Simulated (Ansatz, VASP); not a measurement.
**Two plane-wave programs on Sr**

INCAR

```
  PREC = Accurate
  ENCUT = 520
  EDIFF = 1E-8
  ISMEAR = -1
  SIGMA = 0.08
  LREAL = F
  LASPH = T
  NELM = 80
  ALGO = Normal
  ISIF = 2
  LWAVE = F
  LCHARG = F
  LEFG = T
  NBANDS = 17
```

Contents of KPOINTS:

```
Automatic mesh
0
Gamma
  10 10 5
```

POSCAR

```
Sr
1.0
    4.3385441004      0.0000000000      0.0000000000
   -2.1692720502      3.7572894063      0.0000000000
    0.0000000000      0.0000000000      7.0966901024
Sr
2
Direct
    0.3333333333      0.6666666667      0.2500000000
    0.6666666667      0.3333333333      0.7500000000
```

Input for Ansatz:

```yaml
crystal:
  lattice:
    - [4.3385441004, 0.0, 0.0]
    - [-2.1692720502, 3.7572894063, 0.0]
    - [0.0, 0.0, 7.0966901024]
  atoms:
    - { symbol: Sr, position: [0.3333333333, 0.6666666667, 0.25] }
    - { symbol: Sr, position: [0.6666666667, 0.3333333333, 0.75] }
kpoints:
  mp_grid: { grid: [10, 10, 5] }
scf:
  occupations: { method: fermi_dirac, width: 0.08 }
hamiltonian:
  xc: lda
  pseudopotentials: { kind: paw }
output:
  forces: true
  stress: true
  eigenvalues: true
  efg: { contact_densities: true }
```

Change from the starting cell: volume scaled by 1.02, PAW files.

Alike in both runs: task electric field gradients; functional LDA; k mesh 10 × 10 × 5; occupations fermi-dirac, width 0.08 eV; no spin polarisation.

|  | VASP | Ansatz |
| --- | --- | --- |
| version | VASP 6.6.1 | Ansatz 0.2.0 |
| potentials or method | VASP PAW LDA potentials, release 64 (Sr_sv) | PAW with Ansatz's default frozen-core files, scalar-relativistic |
| plane-wave cutoff (eV) | 520 | 420 |
| valence electrons in the cell | 20 | 20 |

Ansatz gave:

| Quantity | Value |
| --- | --- |
| pressure (GPa) | -1.7 |
| size of Vzz on the site where it differs most (V/Å²) | 2.9 |

Question: What did VASP give for the same quantities?

Answer: Pressure (GPa): -1.7; size of Vzz on the site where it differs most (V/Å²): 2.7.

LDA's correlation is that of Perdew and Zunger in VASP and of Perdew and Wang (1992) in Ansatz.
